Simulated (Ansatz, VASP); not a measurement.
**LiAl4O: VASP beside Ansatz**

```xyz
6
Lattice="2.8679 0.0000 0.0000 -1.4339 2.4836 0.0000 0.0000 0.0000 13.4375" Properties=species:S:1:pos:R:3 pbc="T T T"
Li    0.0000    0.0000    7.1248
Al    1.4339    0.8279    9.4786
Al    0.0000    0.0000   -1.5819
Al    0.0000    0.0000    2.5567
Al    1.4339    0.8279    4.9026
O     1.4339    0.8279    1.7821
```

Change from the starting cell: species swapped into the MoWSe4 type (P3m1, No. 156).

Alike in both runs: functional PBE; k mesh 6 × 6 × 1; occupations gaussian, width 0.1 eV; no spin polarisation.

Ansatz relaxed the structure, and its values are those at the end. VASP's run is a single point on that final structure, the one shown.

|  | VASP | Ansatz |
| --- | --- | --- |
| version | VASP 6.6.1 | Ansatz 0.2.0 |
| potentials or method | VASP PAW PBE potentials, release 64 (Li_sv, Al, O), cutoff 520 eV | scalar-relativistic, plane waves, PAW |
| valence electrons in the cell | 21 | 21 |

VASP gave:

| Item | Value |
| --- | --- |
| gap on the k mesh at the Fermi level (eV) | none |
| rms of the force components (eV/Å) | 0.006 |

**Question.** What did Ansatz give for the same quantities?

**Answer.** gap on the k mesh at the Fermi level (eV): none; rms of the force components (eV/Å): 0.007.

A gap of «none» marks a metal or a gap that the smearing closes.

The k mesh is coarse, so the values compare programs but aren't converged. Noted on VASP's run: the cutoff is under 1.25 times that of the potentials, so the pressure is a little rough.
